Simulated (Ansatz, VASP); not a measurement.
## One calculation of Cd, two programs

```
Cd
1.0
     2.27548    1.31375    1.26443
    -2.27548    1.31375    1.26443
     0.00000   -2.62749    1.26443
Cd
1
Cartesian
  0.0000 0.0000 1.8966
```

Alike in both runs: task relaxation of cell and atoms; functional PBEsol; k mesh 21 × 21 × 21; occupations gaussian, width 0.1 eV; no spin polarisation.

```csv
,VASP,Ansatz
version,VASP 6.6.1,Ansatz 0.2.0
potentials or method,"VASP PAW PBE potentials, release 64 (Cd), cutoff 600 eV","scalar-relativistic, plane waves, PAW"
valence electrons in the cell,12,20
```

|  | VASP | Ansatz | Ansatz less VASP |
| --- | --- | --- | --- |
| gap on the k mesh at the Fermi level, each at its own relaxed structure (eV) | none | none | - |
| relaxed volume (Å³/atom) | 21.59 | 21.50 | -0.084 |
| relaxed length of the cell vector where the two differ most in proportion (Å) | 2.959 | 2.954 | -0.0056 |

VASP's potentials were made for PBE, not for PBEsol. A gap of «none» marks a metal or a gap that the smearing closes. VASP's potentials hold 12 valence electrons a cell and Ansatz's 20, so a difference there can come from the potentials and not from the codes.
